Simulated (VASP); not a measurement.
Input of a VASP 6.6.1 run:

File INCAR:

```
SYSTEM = MgO
ALGO     = Normal         ! electronic algorithm
EDIFF    = 1E-6           ! SCF threshold, eV
ENCUT    = 600            ! plane-wave cutoff, eV
GGA      = PE             ! functional
GGA_COMPAT= .FALSE.      
ISIF     = 2              ! what is computed and relaxed
ISMEAR   = 0              ! smearing method
LASPH    = .TRUE.         ! aspherical terms in the spheres
LCHARG   = .TRUE.         ! write CHGCAR
LELF     = .TRUE.         ! ELF
LREAL    = .FALSE.        ! projectors in reciprocal space
LVHAR    = .TRUE.       
LWAVE    = .FALSE.        ! write WAVECAR
NBANDS   = 11             ! bands
NELM     = 120            ! most SCF steps
PREC     = Accurate       ! precision mode
SIGMA    = 0.01           ! smearing width, eV
```

Contents of KPOINTS:

```
k-points
0
G
  4 4 4
  0 0 0
```

POSCAR

```
MgO
1.0
    0.0000000000      2.1085000000      2.1085000000
    2.1085000000      0.0000000000      2.1085000000
    2.1085000000      2.1085000000      0.0000000000
Mg O
1 1
Direct
    0.0000000000      0.0000000000      0.0000000000
    0.5000000000      0.5000000000      0.5000000000
```

Potentials or basis: VASP PAW PBE potentials, release 64 (Mg, O).

Command:

```console
$ cat potpaw_PBE.64/Mg/POTCAR potpaw_PBE.64/O/POTCAR > POTCAR
$ mpirun -np 1 vasp_std > vasp.out
```

Problem. What does it give for the band gap on the k mesh?

Solution. 4.69 eV.

Problem. What does it give for the pressure?

Solution. 3.1 GPa.

Caveat: the k points lie up to 0.65 Å⁻¹ apart.
